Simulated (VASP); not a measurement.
# SiC (Moissanite) (P6_3mc) in VASP: further runs

SiC (Moissanite) is run at these levels: PBE; tasks: single point.

Everything below comes from runs of VASP 6.6.1. Logs are shortened: lines on timing, memory, paths and dates and some standing lists are left out, and cuts for length are marked.

## Step 1: The cell of the first run

The structure is hexagonal, space group P6_3mc (No. 186). The conventional cell has a = 3.024 Å, b = 3.024 Å, c = 4.962 Å, α = 90.00°, β = 90.00°, γ = 120.00°. Si (site symmetry 3m) has 4 C at 1.84 to 1.91 Å within 2.4 Å. C (site symmetry 3m) has 4 Si at 1.84 to 1.91 Å within 2.4 Å.

## Step 2: Single point, PBE

INCAR reads:

```
PREC = Accurate ; ENCUT = 600
EDIFF = 1E-6 ; ISMEAR = 0
SIGMA = 0.01 ; LREAL = False
LASPH = True ; NELM = 120
ALGO = Normal ; ISIF = 2
LWAVE = False ; LCHARG = False
GGA = PE ; NBANDS = 16
GGA_COMPAT = False
```

KPOINTS reads:

```
regular mesh
0
Gamma
  12 12 4
```

POSCAR reads:

```
SiC
1.0
    3.0238543330      0.0000000000      0.0000000000
   -1.5119271665      2.6187305979      0.0000000000
    0.0000000000      0.0000000000      4.9624241459
Si C
2 2
Direct
    0.3333333333      0.6666666667      0.0000000000
    0.6666666667      0.3333333333      0.5000000000
    0.3333333333      0.6666666667      0.3850000000
    0.6666666667      0.3333333333      0.8850000000
```

Potentials or basis: VASP PAW PBE potentials, release 64 (Si, C).

Launch:

```console
$ cat potpaw_PBE.64/Si/POTCAR potpaw_PBE.64/C/POTCAR > POTCAR
$ mpirun -np 1 vasp_std > vasp.out
```

OUTCAR:

```text
PREC = Accurate
   ENCUT = 600
   EDIFF = 1E-6
   ISMEAR = 0
   LREAL = False
   LASPH = True
   NELM = 120
   ISIF = 2
   GGA = PE

 ion  position               nearest neighbor table
   1  0.333  0.667  0.000-   4 1.84   4 1.84   4 1.84   3 1.91   2 3.03   2 3.03   2 3.03   2 3.03
                             2 3.03   2 3.03
   2  0.667  0.333  0.500-   3 1.84   3 1.84   3 1.84   4 1.91   1 3.03   1 3.03   1 3.03   1 3.03
                             1 3.03   1 3.03
   3  0.333  0.667  0.385-   2 1.84   2 1.84   2 1.84   1 1.91
   4  0.667  0.333  0.885-   1 1.84   1 1.84   1 1.84   2 1.91

  LATTYP: Found a hexagonal cell.
 ALAT       =     3.0238543330
 C/A-ratio  =     1.6410923277

  Lattice vectors:

 A1 = (   3.0238543330,   0.0000000000,   0.0000000000)
 A2 = (  -1.5119271665,   2.6187305979,   0.0000000000)
 A3 = (   0.0000000000,   0.0000000000,   4.9624241459)

Analysis of symmetry for initial positions (statically):
=====================================================================
 Subroutine PRICEL returns:
 Original cell was already a primitive cell.

 Routine SETGRP: Setting up the symmetry group for a
 hexagonal supercell.

 Subroutine GETGRP returns: Found 12 space group operations
 (whereof  6 operations were pure point group operations)
 out of a pool of 24 trial point group operations.

The static configuration has the point symmetry C_3v.
 The point group associated with its full space group is C_6v.

Analysis of symmetry for dynamics (positions and initial velocities):
=====================================================================
 Subroutine PRICEL returns:
 Original cell was already a primitive cell.

 Routine SETGRP: Setting up the symmetry group for a
 hexagonal supercell.

 Subroutine GETGRP returns: Found 12 space group operations
 (whereof  6 operations were pure point group operations)
 out of a pool of 24 trial point group operations.

The dynamic configuration has the point symmetry C_3v.
 The point group associated with its full space group is C_6v.

 Subroutine INISYM returns: Found 12 space group operations
 (whereof  6 operations are pure point group operations),
 and found     1 'primitive' translations

----------------------------------------------------------------------------------------

                                     Primitive cell

  volume of cell :      39.2957

  direct lattice vectors                    reciprocal lattice vectors
     3.023854333  0.000000000  0.000000000     0.330703761  0.190932202  0.000000000
    -1.511927167  2.618730598  0.000000000     0.000000000  0.381864404  0.000000000
     0.000000000  0.000000000  4.962424146     0.000000000  0.000000000  0.201514415

  length of vectors
     3.023854333  3.023850807  4.962424146     0.381863959  0.381864404  0.201514415

  position of ions in fractional coordinates (direct lattice)
     0.333333333  0.666666667  0.000000000
     0.666666667  0.333333333  0.500000000
     0.333333333  0.666666667  0.385000000
     0.666666667  0.333333333  0.885000000

  ion indices of the primitive-cell ions
   primitive index   ion index
                 1           1
                 2           2
                 3           3
                 4           4

----------------------------------------------------------------------------------------

 KPOINTS: regular mesh

Automatic generation of k-mesh.
 Grid dimensions read from file:
 generate k-points for:   12   12    4

 Generating k-lattice:

  Cartesian coordinates                     Fractional coordinates (reciprocal lattice)
     0.027558647  0.015911017  0.000000000     0.083333333  0.000000000  0.000000000
     0.000000000  0.031822034  0.000000000     0.000000000  0.083333333  0.000000000
     0.000000000  0.000000000  0.050378604     0.000000000  0.000000000  0.250000000

  Length of vectors
     0.031821997  0.031822034  0.050378604

  Shift w.r.t. Gamma in fractional coordinates (k-lattice)
     0.000000000  0.000000000  0.000000000

 Subroutine IBZKPT returns following result:
 ===========================================

 Found     57 irreducible k-points:

 Following reciprocal coordinates:
            Coordinates               Weight
  0.000000  0.000000  0.000000      1.000000
  0.083333 -0.000000  0.000000      6.000000
  0.166667 -0.000000  0.000000      6.000000
  0.250000 -0.000000  0.000000      6.000000
  0.333333  0.000000  0.000000      6.000000
  0.416667  0.000000  0.000000      6.000000
[... 16 lines left out ...]
  0.250000 -0.000000  0.250000     12.000000
  0.333333  0.000000  0.250000     12.000000
 [... further k-points ...]
   k-points           NKPTS =     57   k-points in BZ     NKDIM =     57   number of bands    NBANDS=     16
   number of dos      NEDOS =    301   number of ions     NIONS =      4
   total plane-waves  NPLWV =  23040
   dimension x,y,z NGX =    24 NGY =   24 NGZ =   40
   dimension x,y,z NGXF=    48 NGYF=   48 NGZF=   80
   ions per type =               2   2
   NGX,Y,Z   is equivalent  to a cutoff of  13.19, 13.19, 13.40 a.u.
   NGXF,Y,Z  is equivalent  to a cutoff of  26.39, 26.39, 26.80 a.u.
 SYSTEM =  unknown system
   PREC   = accura    normal or accurate (medium, high low for compatibility)
   ISTART =      0    job   : 0-new  1-cont  2-samecut
   ICHARG =      2    charge: 1-file 2-atom 10-const
   ISPIN  =      1    spin polarized calculation?
   LNONCOLLINEAR =      F non collinear calculations
   LSORBIT =      F    spin-orbit coupling
   LASPH  =      T    aspherical Exc in radial PAW
   ENCUT  =  600.0 eV  44.10 Ry    6.64 a.u.   6.04  6.04  9.91*2*pi/ulx,y,z
   NELM   =    120;   NELMIN=  2; NELMDL= -5     # of ELM steps
   EDIFF  = 0.1E-05   stopping-criterion for ELM
   LREAL  =      F    real-space projection
   EDIFFG = 0.1E-04   stopping-criterion for IOM
   NSW    =      0    number of steps for IOM
   IBRION =     -1    ionic relax: 0-MD 1-quasi-New 2-CG
   NFREE  =      0    steps in history (QN), initial steepest desc. (CG)
   ISIF   =      2    stress and relaxation
   ISYM   =      2    0-nonsym 1-usesym 2-fastsym
   POTIM  = 0.5000    time-step for ionic-motion
   TEBEG  =    0.0;   TEEND  =   0.0 temperature during run
   PSTRESS=    0.0 pullay stress
   NELECT =      16.0000    total number of electrons
   NUPDOWN=      -1.0000    fix difference up-down
   EMIN   =  10.00;   EMAX   =-10.00  energy-range for DOS
   EFERMI =   0.00;   METHOD = LEGACY
   ISMEAR =     0;   SIGMA  =   0.01  broadening in eV -4-tet -1-fermi 0-gaus
   EFERMI_NEDOS =   21; number of points for ismear=-14 and -15
   IALGO  =     38    algorithm
   IMIX   =      4    mixing-type and parameters
     AMIX     =   0.40;   BMIX     =  1.00
     AMIX_MAG =   1.60;   BMIX_MAG =  1.00
  volume/ion in A,a.u.               =       9.82        66.30
  Fermi-wavevector in a.u.,A,eV,Ry     =   1.213388  2.292971 20.031994  1.472310
  Thomas-Fermi vector in A             =   2.348842
   LORBIT       =      0    0 simple, 1 ext, 2 COOP (PROOUT), +10 PAW based schemes
   GGA     = PE    functional components
   LHFCALC =     F    Hartree Fock is set to
   AEXX    =    0.0000 exact exchange contribution
   IVDW    =     0    specifies the selected vdW correction
   LEPSILON=     F    determine dielectric tensor
   LRPA    =     F    only Hartree local field effects (RPA)
 non-spin polarized calculation
 Gauss-broadening in eV      SIGMA  =   0.01
  energy-cutoff  :      600.00
  volume of cell :       39.30
 maximum number of plane-waves:      1332
   NGX = 13   NGY = 13   NGZ = 19

 number of electron      15.9999999 magnetization

 Free energy of the ion-electron system (eV)
  ---------------------------------------------------
  ext. energy  EPLUGINS =         0.00000000
  ---------------------------------------------------
  free energy    TOTEN  =       -29.94405665 eV

  energy without entropy =      -29.94405665  energy(sigma->0) =      -29.94405665

 E-fermi :   9.0798     XC(G=0): -11.5738

 val. band max:        8.9987680588   @ k =   0.0000   0.0000   0.0000
 cond. band min:      11.2259772117   @ k =   0.3333   0.3333   0.0000
 fundamental gap:      2.2272091529
 Fermi energy:         9.0798174121

 k-point     1 :       0.0000    0.0000    0.0000
  band No.  band energies     occupation
      1      -7.1383      2.00000
      2      -3.4368      2.00000
      3      -0.0024      2.00000
      4       7.4201      2.00000
      5       7.4201      2.00000
      6       8.7265      2.00000
[... 8 lines left out ...]
     15      18.0696      0.00000
     16      20.7680      0.00000

 k-point     2 :       0.0833   -0.0000    0.0000
  band No.  band energies     occupation
      1      -7.0127      2.00000
      2      -3.3292      2.00000
      3       0.1162      2.00000
      4       6.7329      2.00000
      5       7.2022      2.00000
      6       8.2818      2.00000
[... 8 lines left out ...]
     15      18.3877      0.00000
     16      19.5070      0.00000

 k-point     3 :       0.1667   -0.0000    0.0000
  band No.  band energies     occupation
      1      -6.6389      2.00000
      2      -3.0148      2.00000
      3       0.4644      2.00000
      4       5.2117      2.00000
      5       6.7102      2.00000
      6       7.1701      2.00000
[... 8 lines left out ...]
     15      18.5710      0.00000
     16      19.0227      0.00000

 k-point     4 :       0.2500   -0.0000    0.0000
  band No.  band energies     occupation
      1      -6.0278      2.00000
      2      -2.5299      2.00000
      3       1.0020      2.00000
      4       3.5194      2.00000
      5       5.7684      2.00000
      6       6.1770      2.00000
[... 8 lines left out ...]
     15      19.1697      0.00000
     16      19.8677      0.00000
[... 324 lines left out ...]
 k-point    22 :       0.1667   -0.0000    0.2500
  band No.  band energies     occupation
      1      -6.3262      2.00000
      2      -4.0339      2.00000
      3       1.9423      2.00000
      4       5.4873      2.00000
      5       6.4661      2.00000
      6       6.9140      2.00000
[... 8 lines left out ...]
     15      18.6819      0.00000
     16      19.8851      0.00000

 k-point    23 :       0.2500   -0.0000    0.2500
  band No.  band energies     occupation
      1      -5.7201      2.00000
      2      -3.4872      2.00000
      3       2.2008      2.00000
      4       4.0152      2.00000
      5       5.0448      2.00000
      6       6.3975      2.00000
[... 8 lines left out ...]
     15      19.8090      0.00000
     16      20.3158      0.00000

 k-point    24 :       0.3333    0.0000    0.2500
  band No.  band energies     occupation
      1      -4.9081      2.00000
      2      -2.8045      2.00000
      3       1.5338      2.00000
      4       3.4319      2.00000
      5       3.8116      2.00000
      6       5.9669      2.00000
[... 8 lines left out ...]
     15      20.9402      0.00000
     16      21.0878      0.00000

 [... further k-points ...]
[... 5 lines left out ...]
  --------------------------------------------------------------------------------------
  -------------------------------------------------------------------------------------
  Total        4.5905476      4.5905333      2.8304840      0.0000000     -0.0000000      0.0000000
  in kB      187.1670968    187.1665147    115.4052902      0.0000000     -0.0000000      0.0000000
  external PRESSURE =     163.2463005 kB  Pullay stress =       0.0000000 kB

 VOLUME and BASIS-vectors are now :
 -----------------------------------------------------------------------------
  energy-cutoff  :      600.00
  volume of cell :       39.30
      direct lattice vectors                 reciprocal lattice vectors
     3.023854333  0.000000000  0.000000000     0.330703761  0.190932202  0.000000000
    -1.511927167  2.618730598  0.000000000     0.000000000  0.381864404  0.000000000
     0.000000000  0.000000000  4.962424146     0.000000000  0.000000000  0.201514415

 POSITION                                       TOTAL-FORCE (eV/Angst)
 -----------------------------------------------------------------------------------
     -0.00000      1.74582      0.00000         0.000000     -0.000000      0.835063
      1.51193      0.87291      2.48121        -0.000000     -0.000000      0.835063
     -0.00000      1.74582      1.91053         0.000000     -0.000000     -0.835063
      1.51193      0.87291      4.39175        -0.000000      0.000000     -0.835063
 -----------------------------------------------------------------------------------
    total drift:                                0.000000      0.000000     -0.000147

  FREE ENERGIE OF THE ION-ELECTRON SYSTEM (eV)
  ---------------------------------------------------
  free  energy   TOTEN  =       -29.9440566516 eV

  energy  without entropy=      -29.9440566516  energy(sigma->0) =      -29.94405665
```

It took 26 s on 1 thread of Intel Xeon Platinum 8259CL at 2.50GHz (Skylake/Cascade Lake), shared host; peak memory 0.17 GiB.

What came out:

- Free energy: -29.9441 eV
- Pressure: 16.3 GPa
- Largest force: 0.835 eV/Å
- Band gap on the k mesh: 2.23 eV, indirect (least direct gap 4.18 eV)

Forces in eV/Å, atoms in the order of the input:
```
Si   0.000  0.000  0.835
Si   0.000  0.000  0.835
C    0.000  0.000 -0.835
C    0.000  0.000 -0.835
```

Stress tensor (GPa, compression positive):
```
18.72  0.00  0.00
 0.00 18.72  0.00
 0.00  0.00 11.54
```

Levels at points of the mesh, in eV from the valence-band top:
| k point | band 4 | band 5 | band 6 | band 7 | band 8 | band 9 | band 10 | band 11 | band 12 | band 13 |
| --- | --- | --- | --- | --- | --- | --- | --- | --- | --- | --- |
| (0.00, 0.00, 0.00) | -1.58 | -1.58 | -0.27 | -0.27 | 0.00 | 5.08 | 6.56 | 6.81 | 6.81 | 8.02 |
| (0.50, 0.00, 0.00) | -6.67 | -5.62 | -3.64 | -3.41 | -1.49 | 2.69 | 4.26 | 7.14 | 7.40 | 10.20 |
| (0.00, 0.00, 0.50) | -4.56 | -0.97 | -0.97 | -0.97 | -0.97 | 6.17 | 6.17 | 7.46 | 7.46 | 7.46 |
| (0.50, 0.00, 0.50) | -8.69 | -2.75 | -2.75 | -2.39 | -2.39 | 3.27 | 3.27 | 5.23 | 5.23 | 10.75 |

A k mesh can miss the band edges. A hybrid or GW would open this gap; PBE tends to underestimate it.

## Step 3: Single point, PBE

This run uses another cell than the first one, of 10.60 Å³/atom, 1.079 times its volume.

INCAR reads:

```
SYSTEM = SiC
ALGO = Normal
EDIFF = 1E-6
ENCUT = 600
GGA = PE
GGA_COMPAT = .FALSE.
ISIF = 2
ISMEAR = 0
LASPH = .TRUE.
LCHARG = .FALSE.
LREAL = .FALSE.
LWAVE = .FALSE.
NBANDS = 16
NELM = 120
PREC = Accurate
SIGMA = 0.01
```

KPOINTS reads:

```
k-points
0
G
  12 12 4
  0 0 0
```

POSCAR reads:

```
SiC
1.0
    3.1014226405      0.0000000000      0.0000000000
   -1.5507113202      2.6859066183      0.0000000000
    0.0000000000      0.0000000000      5.0897209003
Si C
2 2
Direct
    0.3333333333      0.6666666667      0.0000000000
    0.6666666667      0.3333333333      0.5000000000
    0.3333333333      0.6666666667      0.3850000000
    0.6666666667      0.3333333333      0.8850000000
```

Potentials or basis: VASP PAW PBE potentials, release 64 (Si, C).

Launch:

```console
$ cat potpaw_PBE.64/Si/POTCAR potpaw_PBE.64/C/POTCAR > POTCAR
$ mpirun -np 1 vasp_std > vasp.out
```

It took 42 s on 1 thread of Intel Xeon Platinum 8259CL at 2.50GHz (Skylake/Cascade Lake), shared host; peak memory 0.19 GiB.

It converged, with:

* Free energy: -30.0768 eV
* Pressure: -1.8 GPa
* Largest force: 0.714 eV/Å
* Band gap on the k mesh: 2.37 eV, indirect (least direct gap 4.03 eV)

Forces in eV/Å, atoms in the order of the input:
```
Si   0.000  0.000  0.714
Si   0.000  0.000  0.714
C    0.000  0.000 -0.714
C    0.000  0.000 -0.714
```

Stress tensor (GPa, compression positive):
```
-0.54  0.00  0.00
 0.00 -0.54  0.00
 0.00  0.00 -4.42
```

Levels at points of the mesh, in eV from the valence-band top:
```tsv
k point	band 6	band 7	band 8	band 9	band 10	band 11
(0.00, 0.00, 0.00)	-0.28	-0.28	0.00	4.41	5.76	6.36
(0.50, 0.00, 0.00)	-3.49	-3.19	-1.48	2.55	4.16	6.55
(0.00, 0.00, 0.50)	-0.96	-0.96	-0.96	5.49	5.49	7.04
(0.50, 0.00, 0.50)	-2.65	-2.31	-2.31	3.11	3.11	4.89
```

A k mesh can miss the band edges. A hybrid or GW would open this gap; PBE tends to underestimate it.

(Part 1 of 2 ends here.)
